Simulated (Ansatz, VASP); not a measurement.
## One calculation of Rb, two programs

The input POSCAR:

```
Rb
1.0
   -2.7816155183      2.7816155183      2.7816155183
    2.7816155183     -2.7816155183      2.7816155183
    2.7816155183      2.7816155183     -2.7816155183
Rb
1
Direct
    0.0000000000      0.0000000000      0.0000000000
```

INCAR.step1

```
SYSTEM = Rb
PREC = Accurate
ENCUT = 520
ISMEAR = 0
SIGMA = 0.1
LREAL = .FALSE.
LASPH = .TRUE.
NELM = 80
NBANDS = 10
GGA = PE
ALGO = Normal
EDIFF = 1E-4
LWAVE = .TRUE.
LCHARG = .FALSE.
```

Contents of INCAR.step2:

```
SYSTEM = Rb
PREC = Accurate
ENCUT = 520
EDIFF = 1E-7
ISMEAR = 0
SIGMA = 0.1
LREAL = .FALSE.
LASPH = .TRUE.
NELM = 80
ALGO = Normal
ISIF = 2
LWAVE = .FALSE.
LCHARG = .FALSE.
METAGGA = R2SCAN
LMIXTAU = .TRUE.
LUSE_VDW = .TRUE.
IVDW_NL = 2
BPARAM = 11.95
CPARAM = 0.0093
NBANDS = 10
ISTART = 1
```

KPOINTS

```
Automatic mesh
0
G
  10 10 10
  0 0 0
```

Input for Ansatz:

```yaml
crystal:
  lattice:
    - [-2.7816155183, 2.7816155183, 2.7816155183]
    - [2.7816155183, -2.7816155183, 2.7816155183]
    - [2.7816155183, 2.7816155183, -2.7816155183]
  atoms:
    - { symbol: Rb, position: [0.0, 0.0, 0.0] }
basis:
  ecutwfc: 500
kpoints:
  mp_grid: { grid: [10, 10, 10] }
hamiltonian:
  xc: r2scan
  dispersion: rvv10
  pseudopotentials: { kind: paw }
scf:
  occupations: { method: gaussian, width: 0.1 }
output:
  forces: true
  stress: true
  eigenvalues: true
```

Alike in both runs: task single point; functional r2SCAN; dispersion rVV10; k mesh 10 × 10 × 10; occupations gaussian, width 0.1 eV; no spin polarisation.

```csv
,VASP,Ansatz
version,VASP 6.6.1,Ansatz 0.2.0
potentials or method,"VASP PAW PBE potentials, release 64 (Rb_sv), cutoff 520 eV","scalar-relativistic, plane waves, PAW"
valence electrons in the cell,9,9
```

|  | VASP | Ansatz | Ansatz less VASP |
| --- | --- | --- | --- |
| gap on the k mesh at the Fermi level (eV) | none | none | - |
| pressure (GPa) | 0.2 | 0.2 | -0.01 |

VASP's potentials were made for PBE, not for r2SCAN. A gap of «none» marks a metal or a gap that the smearing closes.
